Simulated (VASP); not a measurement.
# SnO (Pmn2_1) in VASP: further runs

The runs below take SnO through single point, with LDA.

Everything below comes from runs of VASP 6.6.1. Logs are shortened: lines on timing, memory, paths and dates and some standing lists are left out, and cuts for length are marked.

### 1 The cell of the first run

The structure is orthorhombic, space group Pmn2_1 (No. 31). The conventional cell has a = 3.292 Å, b = 5.689 Å, c = 3.706 Å, α = 90.00°, β = 90.00°, γ = 90.00°. Within 2.8 Å of Sn (site symmetry m) lie 3 O at 2.12 to 2.14 Å. O (site symmetry m) has 3 Sn at 2.12 to 2.14 Å and 4 O at 2.82 Å within 2.9 Å.

### 2 Single point, LDA

The input, INCAR:

```
  ALGO = Normal
  EDIFF = 1E-6
  ENCUT = 520
  GGA = CA
  ISIF = 2
  ISMEAR = 0
  LASPH = True
  LCHARG = False
  LREAL = False
  LWAVE = False
  NBANDS = 28
  NELM = 100
  PREC = Accurate
  SIGMA = 0.01
```

The input, KPOINTS:

```
k-points
0
Gamma
  6 4 4
```

The input, POSCAR:

```
SnO
1.0
    3.2916906386      0.0000000000      0.0000000000
    0.0000000000      5.6891883292      0.0000000000
    0.0000000000      0.0000000000      3.7062080912
Sn O
2 2
Direct
    0.0000000000      0.2353038213      0.5350132339
    0.5000000000      0.7646961787      0.0350132339
    0.0000000000      0.8820031647      0.7149867661
    0.5000000000      0.1179968353      0.2149867661
```

Potentials or basis: VASP PAW LDA potentials, release 64 (Sn_d, O).

Run with:

```
> cat potpaw_LDA.64/Sn_d/POTCAR potpaw_LDA.64/O/POTCAR > POTCAR
> mpirun -np 1 vasp_std > vasp.out
```

OUTCAR:

```text
EDIFF = 1E-6
   ENCUT = 520
   GGA = CA
   ISIF = 2
   ISMEAR = 0
   LASPH = True
   LREAL = False
   NELM = 100
   PREC = Accurate

 ion  position               nearest neighbor table
   1  0.000  0.235  0.535-   3 2.12   4 2.14   4 2.14   2 3.65   2 3.65   2 3.65   2 3.65
   2  0.500  0.765  0.035-   4 2.12   3 2.14   3 2.14   1 3.65   1 3.65   1 3.65   1 3.65
   3  0.000  0.882  0.715-   1 2.12   2 2.14   2 2.14
   4  0.500  0.118  0.215-   2 2.12   1 2.14   1 2.14

  LATTYP: Found a simple orthorhombic cell.
 ALAT       =     3.2916906386
 B/A-ratio  =     1.1259284356
 C/A-ratio  =     1.7283484245

  Lattice vectors:

 A1 = (  -3.2916906386,   0.0000000000,   0.0000000000)
 A2 = (   0.0000000000,   0.0000000000,   3.7062080912)
 A3 = (   0.0000000000,   5.6891883292,   0.0000000000)

Analysis of symmetry for initial positions (statically):
=====================================================================
 Subroutine PRICEL returns:
 Original cell was already a primitive cell.

 Routine SETGRP: Setting up the symmetry group for a
 simple orthorhombic supercell.

 Subroutine GETGRP returns: Found  4 space group operations
 (whereof  2 operations were pure point group operations)
 out of a pool of  8 trial point group operations.

The static configuration has the point symmetry C_1h.
 The point group associated with its full space group is C_2v.

Analysis of symmetry for dynamics (positions and initial velocities):
=====================================================================
 Subroutine PRICEL returns:
 Original cell was already a primitive cell.

 Routine SETGRP: Setting up the symmetry group for a
 simple orthorhombic supercell.

 Subroutine GETGRP returns: Found  4 space group operations
 (whereof  2 operations were pure point group operations)
 out of a pool of  8 trial point group operations.

The dynamic configuration has the point symmetry C_1h.
 The point group associated with its full space group is C_2v.

 Subroutine INISYM returns: Found  4 space group operations
 (whereof  2 operations are pure point group operations),
 and found     1 'primitive' translations

----------------------------------------------------------------------------------------

                                     Primitive cell

  volume of cell :      69.4063

  direct lattice vectors                    reciprocal lattice vectors
     3.291690639  0.000000000  0.000000000     0.303795256  0.000000000  0.000000000
     0.000000000  5.689188329  0.000000000     0.000000000  0.175771998  0.000000000
     0.000000000  0.000000000  3.706208091     0.000000000  0.000000000  0.269817554

  length of vectors
     3.291690639  5.689188329  3.706208091     0.303795256  0.175771998  0.269817554

  position of ions in fractional coordinates (direct lattice)
     0.000000000  0.235303821  0.535013234
     0.500000000  0.764696179  0.035013234
     0.000000000  0.882003165  0.714986766
     0.500000000  0.117996835  0.214986766

  ion indices of the primitive-cell ions
   primitive index   ion index
                 1           1
                 2           2
                 3           3
                 4           4

----------------------------------------------------------------------------------------

 KPOINTS: k-points

Automatic generation of k-mesh.
 Grid dimensions read from file:
 generate k-points for:    6    4    4

 Generating k-lattice:

  Cartesian coordinates                     Fractional coordinates (reciprocal lattice)
     0.050632543  0.000000000  0.000000000     0.166666667  0.000000000  0.000000000
     0.000000000  0.043943000  0.000000000     0.000000000  0.250000000  0.000000000
     0.000000000  0.000000000  0.067454388     0.000000000  0.000000000  0.250000000

  Length of vectors
     0.050632543  0.043943000  0.067454388

  Shift w.r.t. Gamma in fractional coordinates (k-lattice)
     0.000000000  0.000000000  0.000000000

 Subroutine IBZKPT returns following result:
 ===========================================

 Found     36 irreducible k-points:

 Following reciprocal coordinates:
            Coordinates               Weight
  0.000000  0.000000  0.000000      1.000000
  0.166667  0.000000  0.000000      2.000000
  0.333333  0.000000  0.000000      2.000000
  0.500000  0.000000  0.000000      1.000000
  0.000000  0.250000  0.000000      2.000000
  0.166667  0.250000  0.000000      4.000000
[... 16 lines left out ...]
  0.333333  0.500000  0.250000      4.000000
  0.500000  0.500000  0.250000      2.000000
 [... further k-points ...]
   k-points           NKPTS =     36   k-points in BZ     NKDIM =     36   number of bands    NBANDS=     28
   number of dos      NEDOS =    301   number of ions     NIONS =      4
   total plane-waves  NPLWV =  28224
   dimension x,y,z NGX =    24 NGY =   42 NGZ =   28
   dimension x,y,z NGXF=    48 NGYF=   84 NGZF=   56
   ions per type =               2   2
   NGX,Y,Z   is equivalent  to a cutoff of  12.12, 12.27, 12.56 a.u.
   NGXF,Y,Z  is equivalent  to a cutoff of  24.24, 24.55, 25.12 a.u.
 SYSTEM =  unknown system
   PREC   = accura    normal or accurate (medium, high low for compatibility)
   ISTART =      0    job   : 0-new  1-cont  2-samecut
   ICHARG =      2    charge: 1-file 2-atom 10-const
   ISPIN  =      1    spin polarized calculation?
   LNONCOLLINEAR =      F non collinear calculations
   LSORBIT =      F    spin-orbit coupling
   LASPH  =      T    aspherical Exc in radial PAW
   ENCUT  =  520.0 eV  38.22 Ry    6.18 a.u.   6.12 10.58  6.89*2*pi/ulx,y,z
   NELM   =    100;   NELMIN=  2; NELMDL= -5     # of ELM steps
   EDIFF  = 0.1E-05   stopping-criterion for ELM
   LREAL  =      F    real-space projection
   EDIFFG = 0.1E-04   stopping-criterion for IOM
   NSW    =      0    number of steps for IOM
   IBRION =     -1    ionic relax: 0-MD 1-quasi-New 2-CG
   NFREE  =      0    steps in history (QN), initial steepest desc. (CG)
   ISIF   =      2    stress and relaxation
   ISYM   =      2    0-nonsym 1-usesym 2-fastsym
   POTIM  = 0.5000    time-step for ionic-motion
   TEBEG  =    0.0;   TEEND  =   0.0 temperature during run
   PSTRESS=    0.0 pullay stress
   NELECT =      40.0000    total number of electrons
   NUPDOWN=      -1.0000    fix difference up-down
   EMIN   =  10.00;   EMAX   =-10.00  energy-range for DOS
   EFERMI =   0.00;   METHOD = LEGACY
   ISMEAR =     0;   SIGMA  =   0.01  broadening in eV -4-tet -1-fermi 0-gaus
   EFERMI_NEDOS =   21; number of points for ismear=-14 and -15
   IALGO  =     38    algorithm
   IMIX   =      4    mixing-type and parameters
     AMIX     =   0.40;   BMIX     =  1.00
     AMIX_MAG =   1.60;   BMIX_MAG =  1.00
  volume/ion in A,a.u.               =      17.35       117.09
  Fermi-wavevector in a.u.,A,eV,Ry     =   1.362370  2.574506 25.253126  1.856052
  Thomas-Fermi vector in A             =   2.488866
   LORBIT       =      0    0 simple, 1 ext, 2 COOP (PROOUT), +10 PAW based schemes
   GGA     = CA    functional components
   LHFCALC =     F    Hartree Fock is set to
   AEXX    =    0.0000 exact exchange contribution
   IVDW    =     0    specifies the selected vdW correction
   LEPSILON=     F    determine dielectric tensor
   LRPA    =     F    only Hartree local field effects (RPA)
 non-spin polarized calculation
 Gauss-broadening in eV      SIGMA  =   0.01
  energy-cutoff  :      520.00
  volume of cell :       69.41
 maximum number of plane-waves:      1904
   NGX = 13   NGY = 21   NGZ = 13

 number of electron      39.9999986 magnetization

 Free energy of the ion-electron system (eV)
  ---------------------------------------------------
  ext. energy  EPLUGINS =         0.00000000
  ---------------------------------------------------
  free energy    TOTEN  =       -25.30433668 eV

  energy without entropy =      -25.30433668  energy(sigma->0) =      -25.30433668

 E-fermi :   6.2792     XC(G=0): -10.7489

 val. band max:        6.1989851530   @ k =   0.0000   0.0000   0.0000
 cond. band min:       7.5820542162   @ k =   0.3333   0.5000   0.0000
 fundamental gap:      1.3830690632
 Fermi energy:         6.2791701388

 k-point     1 :       0.0000    0.0000    0.0000
  band No.  band energies     occupation
      1     -15.0768      2.00000
      2     -14.7064      2.00000
      3     -14.6319      2.00000
      4     -14.5577      2.00000
      5     -14.5339      2.00000
      6     -14.5292      2.00000
[... 20 lines left out ...]
     27      15.4475      0.00000
     28      16.0882      0.00000

 k-point     2 :       0.1667    0.0000    0.0000
  band No.  band energies     occupation
      1     -15.0623      2.00000
      2     -14.7138      2.00000
      3     -14.6167      2.00000
      4     -14.6106      2.00000
      5     -14.5458      2.00000
      6     -14.5293      2.00000
[... 20 lines left out ...]
     27      15.5471      0.00000
     28      16.2924      0.00000

 k-point     3 :       0.3333    0.0000    0.0000
  band No.  band energies     occupation
      1     -15.0522      2.00000
      2     -14.9000      2.00000
      3     -14.5634      2.00000
      4     -14.5593      2.00000
      5     -14.5488      2.00000
      6     -14.5396      2.00000
[... 20 lines left out ...]
     27      15.6427      0.00000
     28      16.4622      0.00000

 k-point     4 :       0.5000    0.0000    0.0000
  band No.  band energies     occupation
      1     -15.0226      2.00000
      2     -15.0226      2.00000
      3     -14.5585      2.00000
      4     -14.5585      2.00000
      5     -14.5316      2.00000
      6     -14.5316      2.00000
[... 20 lines left out ...]
     27      16.7881      0.00000
     28      16.7881      0.00000

 k-point     5 :       0.0000    0.2500    0.0000
  band No.  band energies     occupation
      1     -15.0705      2.00000
      2     -14.7102      2.00000
      3     -14.6277      2.00000
      4     -14.5558      2.00000
      5     -14.5362      2.00000
      6     -14.5310      2.00000
[... 20 lines left out ...]
     27      15.5634      0.00000
     28      16.4223      0.00000

 k-point     6 :       0.1667    0.2500    0.0000
  band No.  band energies     occupation
      1     -15.0585      2.00000
      2     -14.7134      2.00000
      3     -14.6202      2.00000
      4     -14.6071      2.00000
      5     -14.5455      2.00000
      6     -14.5313      2.00000
[... 463 lines left out ...]
      5     -14.5596      2.00000
      6     -14.5523      2.00000
[... 20 lines left out ...]
     27      16.1577      0.00000
     28      16.6732      0.00000

 k-point    22 :       0.1667    0.5000    0.2500
  band No.  band energies     occupation
      1     -15.0341      2.00000
      2     -14.8135      2.00000
      3     -14.6046      2.00000
      4     -14.5815      2.00000
      5     -14.5555      2.00000
      6     -14.5397      2.00000
[... 20 lines left out ...]
     27      16.5604      0.00000
     28      17.1345      0.00000

 k-point    23 :       0.3333    0.5000    0.2500
  band No.  band energies     occupation
      1     -15.0617      2.00000
      2     -14.9606      2.00000
      3     -14.5718      2.00000
      4     -14.5695      2.00000
      5     -14.5251      2.00000
      6     -14.5194      2.00000
[... 20 lines left out ...]
     27      16.2254      0.00000
     28      16.7216      0.00000

 k-point    24 :       0.5000    0.5000    0.2500
  band No.  band energies     occupation
      1     -15.0615      2.00000
      2     -15.0615      2.00000
      3     -14.5703      2.00000
      4     -14.5703      2.00000
      5     -14.5041      2.00000
      6     -14.5041      2.00000
[... 20 lines left out ...]
     27      16.1899      0.00000
     28      16.1899      0.00000

 [... further k-points ...]

------------------------ aborting loop because EDIFF is reached ----------------------------------------

  FORCE on cell =-STRESS in cart. coord.  units (eV):
  Direction    XX          YY          ZZ          XY          YZ          ZX
  --------------------------------------------------------------------------------------
  -------------------------------------------------------------------------------------
  Total        0.1805353      0.2250402      0.0982293      0.0000000      0.0000000      0.0000000
  in kB        4.1674813      5.1948330      2.2675275      0.0000000      0.0000000      0.0000000
  external PRESSURE =       3.8766139 kB  Pullay stress =       0.0000000 kB

 VOLUME and BASIS-vectors are now :
 -----------------------------------------------------------------------------
  energy-cutoff  :      520.00
  volume of cell :       69.41
      direct lattice vectors                 reciprocal lattice vectors
     3.291690639  0.000000000  0.000000000     0.303795256  0.000000000  0.000000000
     0.000000000  5.689188329  0.000000000     0.000000000  0.175771998  0.000000000
     0.000000000  0.000000000  3.706208091     0.000000000  0.000000000  0.269817554

 POSITION                                       TOTAL-FORCE (eV/Angst)
 -----------------------------------------------------------------------------------
      0.00000      1.33869      1.98287         0.000000      0.110102      0.035188
      1.64585      4.35050      0.12977         0.000000     -0.110102      0.035188
      0.00000      5.01788      2.64989         0.000000      0.002182     -0.035188
      1.64585      0.67131      0.79679         0.000000     -0.002182     -0.035188
 -----------------------------------------------------------------------------------
    total drift:                                0.000000      0.000000     -0.000286

  FREE ENERGIE OF THE ION-ELECTRON SYSTEM (eV)
  ---------------------------------------------------
  free  energy   TOTEN  =       -25.3043366814 eV

  energy  without entropy=      -25.3043366814  energy(sigma->0) =      -25.30433668
```

It took 54 s on 1 thread of Intel Xeon Platinum 8375C at 2.90GHz (Ice Lake), shared host; peak memory 0.19 GiB.

Results:

```
Free energy            : -25.3043 eV
Pressure               : 0.4 GPa
Largest force          : 0.116 eV/Å
Band gap on the k mesh : 1.38 eV (least direct gap 2.08 eV)
```

Forces on the atoms (eV/Å):
```
Sn   0.000  0.110  0.035
Sn   0.000 -0.110  0.035
O    0.000  0.002 -0.035
O    0.000 -0.002 -0.035
```

Stress tensor (GPa, compression positive):
```
0.42 0.00 0.00
0.00 0.52 0.00
0.00 0.00 0.23
```

Caveat: the k points lie up to 0.42 Å⁻¹ apart; spin-orbit coupling is left out, which moves the levels of the heavy elements.

[end of part 1 of 2]
